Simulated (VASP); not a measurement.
# Sr3B (Fm-3m) in VASP: further runs

Sr3B is run at these levels: PBE; tasks: single point, relaxation of cell and atoms.

Everything below comes from runs of VASP 6.6.1. Logs are shortened: lines on timing, memory, paths and dates and some standing lists are left out, and cuts for length are marked.

## 1. The cell of the first run

It takes space group Fm-3m (No. 225, cubic). The conventional cell has a = 8.046 Å, b = 8.046 Å, c = 8.046 Å, α = 90.00°, β = 90.00°, γ = 90.00°. Sr (site symmetry m-3m) has 8 Sr at 3.48 Å and 6 B at 4.02 Å within 4.6 Å. Sr (site symmetry -43m) has 10 Sr at 3.48 to 4.02 Å and 4 B at 3.48 Å within 4.6 Å. B (site symmetry m-3m) has 14 Sr at 3.48 to 4.02 Å within 4.6 Å.

## 2. Single point, PBE

Input file INCAR:

```
SYSTEM = Sr3B
PREC = Accurate
ENCUT = 520
EDIFF = 1E-6
ISMEAR = 0
SIGMA = 0.1
LREAL = .FALSE.
LASPH = .TRUE.
NELM = 60
ALGO = Normal
ISIF = 2
LWAVE = .FALSE.
LCHARG = .FALSE.
GGA = PE
NBANDS = 24
```

Input file KPOINTS:

```
Automatic mesh
0
G
  4 4 4
  0 0 0
```

Input file POSCAR:

```
Sr3B
1.0
    0.0000000000      4.0229593537      4.0229593537
    4.0229593537      0.0000000000      4.0229593537
    4.0229593537      4.0229593537      0.0000000000
Sr B
3 1
Direct
    0.5000000000      0.5000000000      0.5000000000
    0.2500000000      0.2500000000      0.2500000000
    0.7500000000      0.7500000000      0.7500000000
    0.0000000000      0.0000000000      0.0000000000
```

Potentials or basis: VASP PAW PBE potentials, release 64 (Sr_sv, B).

Started as:

```console
$ cat potpaw_PBE.64/Sr_sv/POTCAR potpaw_PBE.64/B/POTCAR > POTCAR
$ mpirun -np 1 vasp_std > vasp.out
```

OUTCAR:

```text
SYSTEM = Sr3B
   PREC = Accurate
   ENCUT = 520
   EDIFF = 1E-6
   ISMEAR = 0
   LREAL = .FALSE.
   LASPH = .TRUE.
   NELM = 60
   ISIF = 2
   GGA = PE

 ion  position               nearest neighbor table
   1  0.500  0.500  0.500-   2 3.48   3 3.48   2 3.48   2 3.48   2 3.48   3 3.48   3 3.48   3 3.48

   2  0.250  0.250  0.250-   1 3.48   4 3.48   4 3.48   4 3.48   4 3.48   1 3.48   1 3.48   1 3.48
                             3 4.02   3 4.02   3 4.02   3 4.02   3 4.02   3 4.02
   3  0.750  0.750  0.750-   1 3.48   4 3.48   1 3.48   1 3.48   1 3.48   4 3.48   4 3.48   4 3.48
                             2 4.02   2 4.02   2 4.02   2 4.02   2 4.02   2 4.02
   4  0.000  0.000  0.000-   2 3.48   3 3.48   3 3.48   3 3.48   3 3.48   2 3.48   2 3.48   2 3.48

  LATTYP: Found a face centered cubic cell.
 ALAT       =     8.0459187074

  Lattice vectors:

 A1 = (   0.0000000000,   4.0229593537,   4.0229593537)
 A2 = (   4.0229593537,   0.0000000000,   4.0229593537)
 A3 = (   4.0229593537,   4.0229593537,   0.0000000000)

Analysis of symmetry for initial positions (statically):
=====================================================================
 Subroutine PRICEL returns:
 Original cell was already a primitive cell.

 Routine SETGRP: Setting up the symmetry group for a
 face centered cubic supercell.

 Subroutine GETGRP returns: Found 48 space group operations
 (whereof 48 operations were pure point group operations)
 out of a pool of 48 trial point group operations.

The static configuration has the point symmetry O_h .

Analysis of symmetry for dynamics (positions and initial velocities):
=====================================================================
 Subroutine PRICEL returns:
 Original cell was already a primitive cell.

 Routine SETGRP: Setting up the symmetry group for a
 face centered cubic supercell.

 Subroutine GETGRP returns: Found 48 space group operations
 (whereof 48 operations were pure point group operations)
 out of a pool of 48 trial point group operations.

The dynamic configuration has the point symmetry O_h .

 Subroutine INISYM returns: Found 48 space group operations
 (whereof 48 operations are pure point group operations),
 and found     1 'primitive' translations

----------------------------------------------------------------------------------------

                                     Primitive cell

  volume of cell :     130.2168
[... 74 lines left out ...]
   ENCUT  =  520.0 eV  38.22 Ry    6.18 a.u.  10.58 10.58 10.58*2*pi/ulx,y,z
   NELM   =     60;   NELMIN=  2; NELMDL= -5     # of ELM steps
   EDIFF  = 0.1E-05   stopping-criterion for ELM
   LREAL  =      F    real-space projection
   EDIFFG = 0.1E-04   stopping-criterion for IOM
   NSW    =      0    number of steps for IOM
   IBRION =     -1    ionic relax: 0-MD 1-quasi-New 2-CG
   NFREE  =      0    steps in history (QN), initial steepest desc. (CG)
   ISIF   =      2    stress and relaxation
   ISYM   =      2    0-nonsym 1-usesym 2-fastsym
   POTIM  = 0.5000    time-step for ionic-motion
   TEBEG  =    0.0;   TEEND  =   0.0 temperature during run
   PSTRESS=    0.0 pullay stress
   NELECT =      33.0000    total number of electrons
   NUPDOWN=      -1.0000    fix difference up-down
   EMIN   =  10.00;   EMAX   =-10.00  energy-range for DOS
   EFERMI =   0.00;   METHOD = LEGACY
   ISMEAR =     0;   SIGMA  =   0.10  broadening in eV -4-tet -1-fermi 0-gaus
   EFERMI_NEDOS =   21; number of points for ismear=-14 and -15
   IALGO  =     38    algorithm
   IMIX   =      4    mixing-type and parameters
     AMIX     =   0.40;   BMIX     =  1.00
     AMIX_MAG =   1.60;   BMIX_MAG =  1.00
  volume/ion in A,a.u.               =      32.55       219.69
  Fermi-wavevector in a.u.,A,eV,Ry     =   1.035994  1.957744 14.602905  1.073283
  Thomas-Fermi vector in A             =   2.170364
   LORBIT       =      0    0 simple, 1 ext, 2 COOP (PROOUT), +10 PAW based schemes
   GGA     = PE    functional components
   LHFCALC =     F    Hartree Fock is set to
   AEXX    =    0.0000 exact exchange contribution
   IVDW    =     0    specifies the selected vdW correction
   LEPSILON=     F    determine dielectric tensor
   LRPA    =     F    only Hartree local field effects (RPA)
 non-spin polarized calculation
 Gauss-broadening in eV      SIGMA  =   0.10
  energy-cutoff  :      520.00
  volume of cell :      130.22
 maximum number of plane-waves:      3521
   NGX = 21   NGY = 21   NGZ = 21

 number of electron      33.0000000 magnetization

 Free energy of the ion-electron system (eV)
  ---------------------------------------------------
  ext. energy  EPLUGINS =         0.00000000
  ---------------------------------------------------
  free energy    TOTEN  =        -7.88850708 eV

  energy without entropy =       -7.86675783  energy(sigma->0) =       -7.87763246

 E-fermi :   2.6537     XC(G=0):  -8.6038

 val. band max:        2.6082078375   @ k =   0.5000   0.2500   0.0000
 cond. band min:       2.8196354869   @ k =   0.2500   0.2500   0.0000
 fundamental gap:      0.2114276495
 Fermi energy:         2.6537092269

 k-point     1 :       0.0000    0.0000    0.0000
  band No.  band energies     occupation
      1     -33.9483      2.00000
      2     -33.3852      2.00000
      3     -33.3659      2.00000
      4     -16.0873      2.00000
      5     -16.0873      2.00000
      6     -16.0873      2.00000
[... 205 lines left out ...]
     23       4.9644      0.00000
     24       5.3703      0.00000

------------------------ aborting loop because EDIFF is reached ----------------------------------------

  FORCE on cell =-STRESS in cart. coord.  units (eV):
  Direction    XX          YY          ZZ          XY          YZ          ZX
  --------------------------------------------------------------------------------------
  -------------------------------------------------------------------------------------
  Total        0.2371516      0.2371516      0.2371516     -0.0000000     -0.0000000     -0.0000000
  in kB        2.9178957      2.9178957      2.9178957     -0.0000000     -0.0000000     -0.0000000
  external PRESSURE =       2.9178957 kB  Pullay stress =       0.0000000 kB

 VOLUME and BASIS-vectors are now :
 -----------------------------------------------------------------------------
  energy-cutoff  :      520.00
  volume of cell :      130.22
      direct lattice vectors                 reciprocal lattice vectors
     0.000000000  4.022959354  4.022959354    -0.124286615  0.124286615  0.124286615
     4.022959354  0.000000000  4.022959354     0.124286615 -0.124286615  0.124286615
     4.022959354  4.022959354  0.000000000     0.124286615  0.124286615 -0.124286615

 POSITION                                       TOTAL-FORCE (eV/Angst)
 -----------------------------------------------------------------------------------
      4.02296      4.02296      4.02296        -0.000000     -0.000000     -0.000000
      2.01148      2.01148      2.01148        -0.000000      0.000000      0.000000
      6.03444      6.03444      6.03444         0.000000     -0.000000      0.000000
      0.00000      0.00000      0.00000        -0.000000     -0.000000     -0.000000
 -----------------------------------------------------------------------------------
    total drift:                               -0.000000     -0.000000      0.000000

  FREE ENERGIE OF THE ION-ELECTRON SYSTEM (eV)
  ---------------------------------------------------
  free  energy   TOTEN  =        -7.8885070794 eV

  energy  without entropy=       -7.8667578344  energy(sigma->0) =       -7.87763246
```

OSZICAR:

```text
N       E                     dE             d eps       ncg     rms          rms(c)
DAV:   1     0.174724631182E+03    0.17472E+03   -0.15363E+04   384   0.120E+03
DAV:   2     0.542987587088E+01   -0.16929E+03   -0.16331E+03   480   0.265E+02
DAV:   3    -0.793194805570E+01   -0.13362E+02   -0.13013E+02   624   0.532E+01
DAV:   4    -0.854323451286E+01   -0.61129E+00   -0.60952E+00   560   0.104E+01
DAV:   5    -0.855404254778E+01   -0.10808E-01   -0.10807E-01   568   0.148E+00    0.210E+01
DAV:   6    -0.793871095643E+01    0.61533E+00   -0.41355E+00   520   0.470E+00    0.160E+01
DAV:   7    -0.790360292628E+01    0.35108E-01   -0.49981E-01   552   0.231E+00    0.729E+00
DAV:   8    -0.788767375254E+01    0.15929E-01   -0.66506E-02   616   0.122E+00    0.407E-01
DAV:   9    -0.788849164470E+01   -0.81789E-03   -0.73526E-03   544   0.311E-01    0.217E-01
DAV:  10    -0.788849050638E+01    0.11383E-05   -0.64280E-04   536   0.126E-01    0.987E-02
DAV:  11    -0.788850643838E+01   -0.15932E-04   -0.10776E-04   664   0.552E-02    0.336E-02
DAV:  12    -0.788850664671E+01   -0.20832E-06   -0.28516E-05   560   0.222E-02    0.621E-03
DAV:  13    -0.788850707935E+01   -0.43264E-06   -0.30485E-06   440   0.732E-03
   1 F= -.78885071E+01 E0= -.78776325E+01  d E =-.217492E-01
```

stdout:

```text
POSCAR found type information on POSCAR SrB
 POSCAR found :  2 types and       4 ions
 scaLAPACK will be used
 LDA part: xc-table for (Slater+PW92), standard interpolation
 POSCAR, INCAR and KPOINTS ok, starting setup
 FFT: planning ... GRIDC
 FFT: planning ... GRID_SOFT
 FFT: planning ... GRID
 WAVECAR not read
 entering main loop
```

Run time: 27 s. Hardware: 1 thread of Intel Xeon Platinum 8375C at 2.90GHz (Ice Lake), shared host; peak memory 0.25 GiB.

Results:

- Free energy: -7.8885 eV
- Pressure: 0.3 GPa

## 3. Relaxation of cell and atoms, PBE

This run uses another cell than the first one, of 40.00 Å³/atom, 1.229 times its volume.

Input file INCAR:

```
  ALGO = Normal
  EDIFF = 1E-6
  EDIFFG = -0.04
  ENCUT = 600
  GGA = PE
  IBRION = 2
  ISIF = 3
  ISMEAR = 0
  LASPH = T
  LCHARG = F
  LREAL = F
  LWAVE = F
  NELM = 80
  NSW = 90
  PREC = Accurate
  SIGMA = 0.1
```

Input file KPOINTS:

```
k-points
0
Gamma
  4 4 4
```

Input file POSCAR:

```
Sr3B
1.0
    0.0000000000      4.3090414200      4.3090414200
    4.3090414200      0.0000000000      4.3090414200
    4.3090414200      4.3090414200      0.0000000000
Sr B
3 1
Direct
    0.5000000000      0.5000000000      0.5000000000
    0.2500000000      0.2500000000      0.2500000000
    0.7500000000      0.7500000000      0.7500000000
    0.0000000000      0.0000000000      0.0000000000
```

Potentials or basis: VASP PAW PBE potentials, release 64 (Sr_sv, B).

Started as:

```console
$ cat potpaw_PBE.64/Sr_sv/POTCAR potpaw_PBE.64/B/POTCAR > POTCAR
$ mpirun -np 1 vasp_std > vasp.out
```

Wall time 2.2 min (1 thread of Intel Xeon Platinum 8375C at 2.90GHz (Ice Lake), shared host); peak memory 0.36 GiB.

Results (log left out):

```yaml
Free_energy: -7.8917 eV
Relaxed_volume: 33.04 Å³/atom
Relaxed_cell: a = 5.718 Å, b = 5.718 Å, c = 5.718 Å, α = 60.00°, β = 60.00°, γ = 60.00°
Space_group_after_relaxing_to_0.05_Å: Fm-3m (No. 225)
Energy_gained_by_relaxing: 49.2 meV/atom
Ionic_steps: 4
Pressure_after_relaxing: 0.1 GPa
```

Step by step:
| step | energy change (eV) | largest force (eV/Å) | pressure (GPa) | volume (Å³) |
| --- | --- | --- | --- | --- |
| 1 | 0.0000 | 0.0000 | -2.06 | 160.02 |
| 2 | -0.1253 | 0.0000 | -1.35 | 148.38 |
| 3 | -0.1929 | 0.0000 | -0.36 | 135.98 |
| 4 | -0.1966 | 0.0000 | 0.06 | 132.16 |

Final structure:
```
Sr B
1.0
     0.00000    4.04289    4.04289
     4.04289    0.00000    4.04289
     4.04289    4.04289    0.00000
Sr B
3 1
Direct
  0.50000 0.50000 0.50000
  0.25000 0.25000 0.25000
  0.75000 0.75000 0.75000
  0.00000 0.00000 0.00000
```

Levels at points of the mesh, in eV from the Fermi level:
| k point | band 12 | band 13 | band 14 | band 15 | band 16 | band 17 | band 18 | band 19 | band 20 |
| --- | --- | --- | --- | --- | --- | --- | --- | --- | --- |
| (0.00, 0.00, 0.00) | -17.95 | -5.68 | -0.76 | -0.56 | -0.56 | -0.56 | -0.10 | -0.10 | 1.34 |
| (0.50, 0.00, 0.00) | -17.97 | -4.99 | -2.35 | -0.75 | -0.75 | 0.76 | 1.00 | 1.08 | 1.08 |
| (0.50, 0.50, 0.00) | -17.99 | -4.94 | -1.97 | -0.69 | -0.59 | -0.11 | -0.11 | 1.40 | 1.40 |

Caveat: the volume moved by over 15 % at a fixed basis, so the end points are rough.
